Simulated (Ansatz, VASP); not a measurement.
**Two plane-wave programs on SnTe**

POSCAR

```
SnTe
1.0
    0.0000000000      3.0936504351      3.0936504351
    3.0936504351      0.0000000000      3.0936504351
    3.0936504351      3.0936504351      0.0000000000
Sn Te
1 1
Direct
    0.0000000000      0.0000000000      0.0000000000
    0.5000000000      0.5000000000      0.5000000000
```

File INCAR.step1:

```
PREC = Accurate ; ENCUT = 520
ISMEAR = -1 ; SIGMA = 0.02
LREAL = F ; LASPH = T
NELM = 150 ; MAGMOM = 0 0 0 0 0 0
LSORBIT = T ; GGA_COMPAT = F
NBANDS = 32 ; GGA = PE
ALGO = Normal ; EDIFF = 1E-4
LWAVE = T ; LCHARG = F
```

File INCAR.step2:

```
PREC = Accurate ; ENCUT = 520
EDIFF = 1E-6 ; ISMEAR = -1
SIGMA = 0.02 ; LREAL = F
LASPH = T ; NELM = 150
ALGO = Normal ; ISIF = 2
LWAVE = F ; LCHARG = F
MAGMOM = 0 0 0 0 0 0 ; LORBIT = 11
LSORBIT = T ; GGA_COMPAT = F
LORBMOM = T ; METAGGA = R2SCAN
LMIXTAU = T ; NBANDS = 32
ISTART = 1
```

KPOINTS

```
Automatic mesh
0
Gamma
  8 8 8
```

Input for Ansatz:

```yaml
crystal:
  lattice:
    - [0.0, 3.0936504351, 3.0936504351]
    - [3.0936504351, 0.0, 3.0936504351]
    - [3.0936504351, 3.0936504351, 0.0]
  atoms:
    - { symbol: Sn, position: [0.0, 0.0, 0.0] }
    - { symbol: Te, position: [0.5, 0.5, 0.5] }
kpoints:
  mp_grid: { grid: [8, 8, 8] }
  band_path:
    path:
      - [0.0, 0.0, 0.0]
      - [0.5, 0.0, 0.5]
      - [0.625, 0.25, 0.625]
      - [0.375, 0.375, 0.75]
      - [0.5, 0.5, 0.5]
      - [0.5, 0.25, 0.75]
      - [-0.021159, -0.010905, 0.489583]
    npoints: 1
hamiltonian:
  xc: r2scan
scf:
  occupations: { method: fermi_dirac, width: 0.02 }
  n_extra_bands: 8
magnetization:
  noncollinear: true
  spin_orbit: true
output:
  forces: true
  stress: true
  eigenvalues: true
```

Change from the starting cell: hydrostatic strain -3.0%.

Alike in both runs: task single point; functional r2SCAN; k mesh 8 × 8 × 8; occupations fermi-dirac, width 0.02 eV; non-collinear spin, spin-orbit coupling.

```csv
,VASP,Ansatz
version,VASP 6.6.1,Ansatz 0.2.0
potentials or method,"VASP PAW PBE potentials, release 64 (Sn_d, Te)","plane waves, PAW"
plane-wave cutoff (eV),520,500
valence electrons in the cell,20,30
```

VASP gave:

```
pressure (GPa)           : 4.7
net moment per atom (μB) : 0.00
```

Q: What did Ansatz give for the same quantities?

A: Pressure (GPa): 4.6; net moment per atom (μB): 0.00.

VASP's potentials were made for PBE, not for r2SCAN. VASP's potentials hold 20 valence electrons a cell and Ansatz's 30, so a difference there can come from the potentials and not from the codes.
